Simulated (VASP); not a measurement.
Set up this calculation in VASP 6.6.1, as the native input.

| Quantity | Value |
| --- | --- |
| Task | single point |
| Functional | PBE |
| Potentials or basis | VASP PAW PBE potentials, release 64 (Ag, Cl) |
| Cutoff | 500 eV |
| k mesh | 4 × 4 × 4 |
| Occupations | methfessel-paxton, width 0.272114 eV |
| Spin | no spin polarisation |
| Hubbard terms | Ag d U = 5.5 eV |
| Dipole correction | no |
| Further INCAR settings | ALGO = Normal; EDIFF = 1e-06; NBANDS = 16 |

The structure of AgCl lies in POSCAR:

```
AgCl
1.0
    0.0000000000      2.7726629968      2.7726629968
    2.7726629968      0.0000000000      2.7726629968
    2.7726629968      2.7726629968      0.0000000000
Ag Cl
1 1
Direct
    0.0000000000      0.0000000000      0.0000000000
    0.5000000000      0.5000000000      0.5000000000
```

One way to write it, as run:

INCAR

```
ALGO = Normal
EDIFF = 1E-6
ENCUT = 500
GGA = PE
GGA_COMPAT = False
ISIF = 2
ISMEAR = 1
LASPH = True
LCHARG = True
LDAU = True
LDAUJ = 0 0
LDAUL = 2 -1
LDAUPRINT = 1
LDAUTYPE = 2
LDAUU = 5.5 0
LELF = True
LMAXMIX = 4
LREAL = False
LVHAR = True
LWAVE = False
NBANDS = 16
NELM = 200
PREC = Accurate
SIGMA = 0.27211386245988
```

KPOINTS

```
k-points
0
Gamma
  4 4 4
```

Potentials or basis: VASP PAW PBE potentials, release 64 (Ag, Cl).

Command:

```bash
$ cat potpaw_PBE.64/Ag/POTCAR potpaw_PBE.64/Cl/POTCAR > POTCAR
$ mpirun -np 1 vasp_std > vasp.out
```

It gave:

| Item | Value |
| --- | --- |
| Pressure | 1.2 GPa |
| Band gap on the k mesh | 1.99 eV, indirect (least direct gap 3.40 eV) |

Caveat: the k points lie up to 0.49 Å⁻¹ apart.

Wall time 6.7 s on 1 thread of AMD EPYC 7R43 64-Core Processor (Zen 3) (shared host), peak memory 0.13 GiB.
